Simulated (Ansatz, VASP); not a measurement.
**P in VASP and in Ansatz**

Contents of INCAR:

```
PREC = Accurate
ENCUT = 400
EDIFF = 1E-8
ISMEAR = -1
SIGMA = 0.08
LREAL = False
LASPH = True
NELM = 120
ALGO = Normal
ISIF = 2
LWAVE = False
LCHARG = False
GGA = CA
LEFG = True
NBANDS = 8
GGA_COMPAT = False
```

The input KPOINTS:

```
regular mesh
0
Gamma
  10 10 9
```

POSCAR

```
P
1.0
    4.2729048574      0.0000000000      0.0000000000
    0.0000000000      4.2729048574      0.0000000000
    0.0000000000      0.0000000000      4.3780000000
P
1
Direct
    0.0000000000      0.0000000000      0.0000000000
```

Input for Ansatz:

```yaml
crystal:
  lattice:
    - [4.2729048574, 0.0, 0.0]
    - [0.0, 4.2729048574, 0.0]
    - [0.0, 0.0, 4.378]
  atoms:
    - { symbol: P, position: [0.0, 0.0, 0.0] }
kpoints:
  mp_grid: { grid: [10, 10, 9] }
  band_path:
    path:
      - [0.0, 0.0, 0.0]
      - [0.0, 0.5, 0.0]
      - [0.5, 0.5, 0.0]
      - [0.0, 0.0, 0.0]
      - [0.0, 0.0, 0.5]
      - [0.0, 0.5, 0.5]
      - [0.5, 0.5, 0.5]
      - [0.0, 0.0, 0.5]
      - [0.0, 0.5, 0.0]
    npoints: 5
scf:
  occupations: { method: fermi_dirac, width: 0.08 }
hamiltonian:
  xc: lda
  pseudopotentials: { kind: paw }
output:
  forces: true
  stress: true
  eigenvalues: true
  efg: { contact_densities: true }
```

Alike in both runs: task electric field gradients; functional LDA; k mesh 10 × 10 × 9; occupations fermi-dirac, width 0.08 eV; no spin polarisation.

|  | VASP | Ansatz |
| --- | --- | --- |
| version | VASP 6.6.1 | Ansatz 0.2.0 |
| potentials or method | VASP PAW LDA potentials, release 64 (P) | PAW with Ansatz's default frozen-core files, scalar-relativistic |
| plane-wave cutoff (eV) | 400 | 420 |
| valence electrons in the cell | 5 | 5 |

```tsv
	VASP	Ansatz	Ansatz less VASP
pressure (GPa)	-4.1	-4.0	+0.01
traceless stress, the component that is largest in VASP (GPa)	0.32	0.31	-0.001
size of Vzz on the site where it differs most (V/Å²)	0.5	0.5	-0.06
```

LDA's correlation is that of Perdew and Zunger in VASP and of Perdew and Wang (1992) in Ansatz.
